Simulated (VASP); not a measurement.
# Eu (Pm-3m) in VASP: relaxation of cell and atoms with PBE

Aim: the relaxation of cell and atoms of Eu with PBE.

Everything below comes from runs of VASP 6.6.1. Logs are shortened: lines on timing, memory, paths and dates and some standing lists are left out, and cuts for length are marked.

### 1 The cell of the first run

It takes space group Pm-3m (No. 221, cubic). The conventional cell has a = 3.220 Å, b = 3.220 Å, c = 3.220 Å, α = 90.00°, β = 90.00°, γ = 90.00°. Eu (site symmetry m-3m) has 6 Eu at 3.22 Å within 4.2 Å.

This isn't the form of Eu at room conditions, which is bcc.

### 2 Relaxation of cell and atoms, PBE, collinear spin, ferromagnetic start

File INCAR:

```
ALGO     = Normal         # electronic algorithm
EDIFF    = 1E-6           # SCF threshold, eV
EDIFFG   = -0.005         # ionic threshold
ENCUT    = 600            # plane-wave cutoff, eV
GGA      = PE             # functional
IBRION   = 2              # ionic algorithm
ISIF     = 3              # what is computed and relaxed
ISMEAR   = -1             # smearing method
ISPIN    = 2              # spin polarisation
LASPH    = T              # aspherical terms in the spheres
LCHARG   = F              # write CHGCAR
LMAXMIX  = 6              # l up to which the mixer works
LORBIT   = 11             # projections on sites
LREAL    = F              # projectors in reciprocal space
LWAVE    = F              # write WAVECAR
MAGMOM   = 7              # initial moments
NELM     = 150            # most SCF steps
NSW      = 100            # ionic steps
PREC     = Accurate       # precision mode
SIGMA    = 0.05           # smearing width, eV
```

File KPOINTS:

```
k-points
0
Gamma
  11 11 11
```

File POSCAR:

```
Eu
1.0
    3.2195088072      0.0000000000      0.0000000000
    0.0000000000      3.2195088072      0.0000000000
    0.0000000000      0.0000000000      3.2195088072
Eu
1
Direct
    0.0000000000      0.0000000000      0.0000000000
```

Potentials or basis: VASP PAW PBE potentials, release 64 (Eu).

Command:

```sh
$ cat potpaw_PBE.64/Eu/POTCAR > POTCAR
$ mpirun -np 1 vasp_std > vasp.out
```

OUTCAR:

```text
EDIFF = 1E-6
   EDIFFG = -0.005
   ENCUT = 600
   GGA = PE
   IBRION = 2
   ISIF = 3
   ISMEAR = -1
   ISPIN = 2
   LASPH = T
   LORBIT = 11
   LREAL = F
   NELM = 150
   NSW = 100
   PREC = Accurate

 ion  position               nearest neighbor table
   1  0.000  0.000  0.000-

  LATTYP: Found a simple cubic cell.
 ALAT       =     3.2195088072

  Lattice vectors:

 A1 = (   3.2195088072,   0.0000000000,   0.0000000000)
 A2 = (   0.0000000000,   3.2195088072,   0.0000000000)
 A3 = (   0.0000000000,   0.0000000000,   3.2195088072)

Analysis of symmetry for initial positions (statically):
=====================================================================
 Subroutine PRICEL returns:
 Original cell was already a primitive cell.

 Routine SETGRP: Setting up the symmetry group for a
 simple cubic supercell.

 Subroutine GETGRP returns: Found 48 space group operations
 (whereof 48 operations were pure point group operations)
 out of a pool of 48 trial point group operations.

The static configuration has the point symmetry O_h .

Analysis of symmetry for dynamics (positions and initial velocities):
=====================================================================
 Subroutine PRICEL returns:
 Original cell was already a primitive cell.

 Routine SETGRP: Setting up the symmetry group for a
 simple cubic supercell.

 Subroutine GETGRP returns: Found 48 space group operations
 (whereof 48 operations were pure point group operations)
 out of a pool of 48 trial point group operations.

The dynamic configuration has the point symmetry O_h .

Analysis of structural, dynamic, and magnetic symmetry:
=====================================================================
 Subroutine PRICEL returns:
 Original cell was already a primitive cell.

 Routine SETGRP: Setting up the symmetry group for a
 simple cubic supercell.

 Subroutine GETGRP returns: Found 48 space group operations
 (whereof 48 operations were pure point group operations)
 out of a pool of 48 trial point group operations.

The overall configuration has the point symmetry O_h .

 Subroutine INISYM returns: Found 48 space group operations
 (whereof 48 operations are pure point group operations),
 and found     1 'primitive' translations

----------------------------------------------------------------------------------------

                                     Primitive cell

  volume of cell :      33.3710

  direct lattice vectors                    reciprocal lattice vectors
     3.219508807  0.000000000  0.000000000     0.310606387  0.000000000  0.000000000
     0.000000000  3.219508807  0.000000000     0.000000000  0.310606387  0.000000000
     0.000000000  0.000000000  3.219508807     0.000000000  0.000000000  0.310606387

  length of vectors
     3.219508807  3.219508807  3.219508807     0.310606387  0.310606387  0.310606387

  position of ions in fractional coordinates (direct lattice)
     0.000000000  0.000000000  0.000000000

  ion indices of the primitive-cell ions
   primitive index   ion index
                 1           1

----------------------------------------------------------------------------------------

 KPOINTS: k-points

Automatic generation of k-mesh.
 Grid dimensions read from file:
 generate k-points for:   11   11   11

 Generating k-lattice:

  Cartesian coordinates                     Fractional coordinates (reciprocal lattice)
     0.028236944  0.000000000  0.000000000     0.090909091  0.000000000  0.000000000
     0.000000000  0.028236944  0.000000000     0.000000000  0.090909091  0.000000000
     0.000000000  0.000000000  0.028236944     0.000000000  0.000000000  0.090909091

  Length of vectors
     0.028236944  0.028236944  0.028236944

  Shift w.r.t. Gamma in fractional coordinates (k-lattice)
     0.000000000  0.000000000  0.000000000

 Subroutine IBZKPT returns following result:
 ===========================================

 Found     56 irreducible k-points:

 Following reciprocal coordinates:
            Coordinates               Weight
  0.000000  0.000000  0.000000      1.000000
  0.090909  0.000000  0.000000      6.000000
  0.181818  0.000000  0.000000      6.000000
  0.272727  0.000000  0.000000      6.000000
  0.363636  0.000000  0.000000      6.000000
  0.454545  0.000000  0.000000      6.000000
[... 16 lines left out ...]
  0.181818  0.090909  0.090909     24.000000
  0.272727  0.090909  0.090909     24.000000
 [... further k-points ...]
   k-points           NKPTS =     56   k-points in BZ     NKDIM =     56   number of bands    NBANDS=     16
   number of dos      NEDOS =    301   number of ions     NIONS =      1
   total plane-waves  NPLWV =  21952
   dimension x,y,z NGX =    28 NGY =   28 NGZ =   28
   dimension x,y,z NGXF=    56 NGYF=   56 NGZF=   56
   ions per type =               1
   NGX,Y,Z   is equivalent  to a cutoff of  14.46, 14.46, 14.46 a.u.
   NGXF,Y,Z  is equivalent  to a cutoff of  28.92, 28.92, 28.92 a.u.
 SYSTEM =  unknown system
   PREC   = accura    normal or accurate (medium, high low for compatibility)
   ISTART =      0    job   : 0-new  1-cont  2-samecut
   ICHARG =      2    charge: 1-file 2-atom 10-const
   ISPIN  =      2    spin polarized calculation?
   LNONCOLLINEAR =      F non collinear calculations
   LSORBIT =      F    spin-orbit coupling
   LASPH  =      T    aspherical Exc in radial PAW
   ENCUT  =  600.0 eV  44.10 Ry    6.64 a.u.   6.43  6.43  6.43*2*pi/ulx,y,z
   NELM   =    150;   NELMIN=  2; NELMDL= -5     # of ELM steps
   EDIFF  = 0.1E-05   stopping-criterion for ELM
   LREAL  =      F    real-space projection
   EDIFFG = -.5E-02   stopping-criterion for IOM
   NSW    =    100    number of steps for IOM
   IBRION =      2    ionic relax: 0-MD 1-quasi-New 2-CG
   NFREE  =      1    steps in history (QN), initial steepest desc. (CG)
   ISIF   =      3    stress and relaxation
   ISYM   =      2    0-nonsym 1-usesym 2-fastsym
   POTIM  = 0.5000    time-step for ionic-motion
   TEBEG  =    0.0;   TEEND  =   0.0 temperature during run
   PSTRESS=    0.0 pullay stress
   NELECT =      17.0000    total number of electrons
   NUPDOWN=      -1.0000    fix difference up-down
   EMIN   =  10.00;   EMAX   =-10.00  energy-range for DOS
   EFERMI =   0.00;   METHOD = LEGACY
   ISMEAR =    -1;   SIGMA  =   0.05  broadening in eV -4-tet -1-fermi 0-gaus
   EFERMI_NEDOS =   21; number of points for ismear=-14 and -15
   IALGO  =     38    algorithm
   IMIX   =      4    mixing-type and parameters
     AMIX     =   0.40;   BMIX     =  1.00
     AMIX_MAG =   1.60;   BMIX_MAG =  1.00
  volume/ion in A,a.u.               =      33.37       225.20
  Fermi-wavevector in a.u.,A,eV,Ry     =   1.307479  2.470778 23.259192  1.709502
  Thomas-Fermi vector in A             =   2.438211
   LORBIT       =     11    0 simple, 1 ext, 2 COOP (PROOUT), +10 PAW based schemes
   GGA     = PE    functional components
   LHFCALC =     F    Hartree Fock is set to
   AEXX    =    0.0000 exact exchange contribution
   IVDW    =     0    specifies the selected vdW correction
   LEPSILON=     F    determine dielectric tensor
   LRPA    =     F    only Hartree local field effects (RPA)
 conjugate gradient relaxation of ions
 spin polarized calculation
  energy-cutoff  :      600.00
  volume of cell :       33.37
 maximum number of plane-waves:      1141
 NGX is ok and might be reduce to    28
   NGX = 13   NGY = 13   NGZ = 13

--------------------------------------- Ionic step        1  -------------------------------------------

 number of electron      17.0000003 magnetization       7.1686622

 Free energy of the ion-electron system (eV)
  ---------------------------------------------------
  ext. energy  EPLUGINS =         0.00000000
  ---------------------------------------------------
  free energy    TOTEN  =       -10.94631005 eV

  energy without entropy =      -10.93834685  energy(sigma->0) =      -10.94232845

------------------------ aborting loop because EDIFF is reached ----------------------------------------

  FORCE on cell =-STRESS in cart. coord.  units (eV):
  Direction    XX          YY          ZZ          XY          YZ          ZX
  --------------------------------------------------------------------------------------
  -------------------------------------------------------------------------------------
  Total        0.8052739      0.8052739      0.8052739      0.0000000      0.0000000     -0.0000000
  in kB       38.6620923     38.6620923     38.6620923      0.0000000      0.0000000     -0.0000000
  external PRESSURE =      38.6620923 kB  Pullay stress =       0.0000000 kB
[... 86 lines left out ...]
  FREE ENERGIE OF THE ION-ELECTRON SYSTEM (eV)
  ---------------------------------------------------
  free  energy   TOTEN  =       -11.0288470732 eV

  energy  without entropy=      -11.0180878471  energy(sigma->0) =      -11.02346746

[... ionic steps 4 to 25 ...]

--------------------------------------- Ionic step       26  -------------------------------------------

 number of electron      16.9999992 magnetization       7.1758852

------------------------ aborting loop because EDIFF is reached ----------------------------------------
[... 65 lines left out ...]
--------------------------------------- Ionic step       28  -------------------------------------------

 number of electron      16.9999992 magnetization       7.1757223

 Free energy of the ion-electron system (eV)
  ---------------------------------------------------
  ext. energy  EPLUGINS =         0.00000000
  ---------------------------------------------------
  free energy    TOTEN  =       -11.02968223 eV

  energy without entropy =      -11.01837611  energy(sigma->0) =      -11.02402917

 E-fermi :   1.9279     XC(G=0):  -8.8359

 val. band max:        1.9275740167   @ k =   0.0909   0.0909   0.0000
 cond. band min:       1.9632844758   @ k =   0.4545   0.1818   0.0000
 fundamental gap:      0.0357104590
 Fermi energy:         1.9278944416

 spin component 1

 k-point     1 :       0.0000    0.0000    0.0000
  band No.  band energies     occupation
      1     -39.7951      1.00000
      2     -18.2572      1.00000
      3     -18.2572      1.00000
      4     -18.2572      1.00000
      5      -2.0714      1.00000
      6       1.4534      0.99992
[... 433 lines left out ...]
      3     -18.2765      1.00000
      4     -18.2707      1.00000
      5      -0.6108      1.00000
      6       1.3624      0.99999
[... 8 lines left out ...]
     15       5.4598      0.00000
     16       5.5091      0.00000

 [... further k-points ...]

 spin component 2

 k-point     1 :       0.0000    0.0000    0.0000
  band No.  band energies     occupation
      1     -36.6744      1.00000
      2     -15.9180      1.00000
      3     -15.9180      1.00000
      4     -15.9180      1.00000
      5      -1.4477      1.00000
      6       2.7042      0.00000
[... 433 lines left out ...]
      3     -15.9406      1.00000
      4     -15.9323      1.00000
      5       0.0740      1.00000
      6       3.3325      0.00000
[... 8 lines left out ...]
     15       7.0132      0.00000
     16       7.0542      0.00000

 [... further k-points ...]
[... 5 lines left out ...]
  --------------------------------------------------------------------------------------
  -------------------------------------------------------------------------------------
  Total        0.0010583      0.0010583      0.0010583      0.0000000      0.0000000     -0.0000000
  in kB        0.0406989      0.0406989      0.0406989      0.0000000      0.0000000     -0.0000000
  external PRESSURE =       0.0406989 kB  Pullay stress =       0.0000000 kB
[... 16 lines left out ...]
  FREE ENERGIE OF THE ION-ELECTRON SYSTEM (eV)
  ---------------------------------------------------
  free  energy   TOTEN  =       -11.0296822320 eV

  energy  without entropy=      -11.0183761108  energy(sigma->0) =      -11.02402917

 reached required accuracy - stopping structural energy minimisation

 total charge

# of ion       s       p       d       f       tot
--------------------------------------------------
    1        2.082   5.704   0.345   6.656  14.787

 magnetization (x)

# of ion       s       p       d       f       tot
--------------------------------------------------
    1        0.004  -0.107   0.139   6.651   6.688
```

Run time: 9.2 min. Hardware: 1 thread of Intel Xeon 6975P-C (Granite Rapids), shared host; peak memory 0.24 GiB.

What came out:

| Item | Value |
| --- | --- |
| Free energy | -11.0297 eV |
| Relaxed volume | 41.66 Å³/atom |
| Relaxed cell | a = 3.467 Å, b = 3.467 Å, c = 3.467 Å, α = 90.00°, β = 90.00°, γ = 90.00° |
| Space group after relaxing (to 0.1 Å) | Pm-3m (No. 221) |
| Energy gained by relaxing | 83.4 meV/atom |
| Ionic steps | 28 |
| Pressure after relaxing | 0.0 GPa |
| Net moment | 7.18 μB per cell |
| Site moments | Eu +6.69 μB |
| Valence electrons inside the program's atomic spheres | Eu 14.79 |

Step by step:
```csv
step,energy change (eV),largest force (eV/Å),pressure (GPa),volume (Å³)
1,0.0000,0.0000,3.87,33.37
2,-0.0647,0.0000,1.49,37.41
3,-0.0825,0.0000,0.23,40.70
4,-0.0833,0.0000,0.08,41.39
5,-0.0834,0.0000,-0.09,41.81
6,-0.0834,0.0000,0.04,41.58
7,-0.0834,0.0000,0.03,41.58
8,-0.0834,0.0000,0.06,41.58
9,-0.0834,0.0000,0.03,41.58
10,-0.0834,0.0000,0.02,41.58
11,-0.0834,0.0000,0.02,41.58
12,-0.0834,0.0000,0.02,41.58
13,-0.0834,0.0000,0.02,41.58
14,-0.0834,0.0000,0.02,41.58
15,-0.0834,0.0000,0.02,41.58
16,-0.0834,0.0000,0.03,41.59
17,-0.0834,0.0000,0.03,41.59
18,-0.0834,0.0000,0.04,41.59
19,-0.0834,0.0000,0.07,41.59
20,-0.0834,0.0000,0.12,41.60
21,-0.0834,0.0000,0.22,41.62
22,-0.0834,0.0000,0.41,41.65
23,-0.0834,0.0000,-0.03,41.72
24,-0.0834,0.0000,-0.08,41.71
25,-0.0834,0.0000,-0.29,41.68
26,-0.0834,0.0000,-0.25,41.67
27,-0.0834,0.0000,0.12,41.66
28,-0.0834,0.0000,0.00,41.66
```

Final structure:
```cif
data_structure
_symmetry_space_group_name_H-M 'P 1'
_symmetry_Int_Tables_number 1
_cell_length_a 3.4667
_cell_length_b 3.4667
_cell_length_c 3.4667
_cell_angle_alpha 90.000
_cell_angle_beta 90.000
_cell_angle_gamma 90.000
_cell_volume 41.66
loop_
_atom_site_label
_atom_site_type_symbol
_atom_site_fract_x
_atom_site_fract_y
_atom_site_fract_z
_atom_site_occupancy
Eu1 Eu 0.00000 0.00000 0.00000 1
```

Levels at points of the mesh, in eV from the Fermi level:
Spin up:
| k point | band 10 | band 11 | band 12 | band 13 | band 14 | band 15 |
| --- | --- | --- | --- | --- | --- | --- |
| (0.00, 0.00, 0.00) | -0.44 | -0.44 | -0.36 | -0.30 | -0.30 | 5.57 |
Spin down:
```
           k point  band 3  band 4  band 5  band 6  band 7  band 8
(0.00, 0.00, 0.00)  -17.85  -17.85   -3.38    0.78    0.78    4.26
```

Caveat: the volume moved by over 15 % at a fixed basis, so the end points are rough; spin-orbit coupling is left out, which moves the levels of the heavy elements; semilocal functionals describe open f shells poorly, which spoils levels, moments and volumes. The state reached can hang on the start; a lower one may exist.
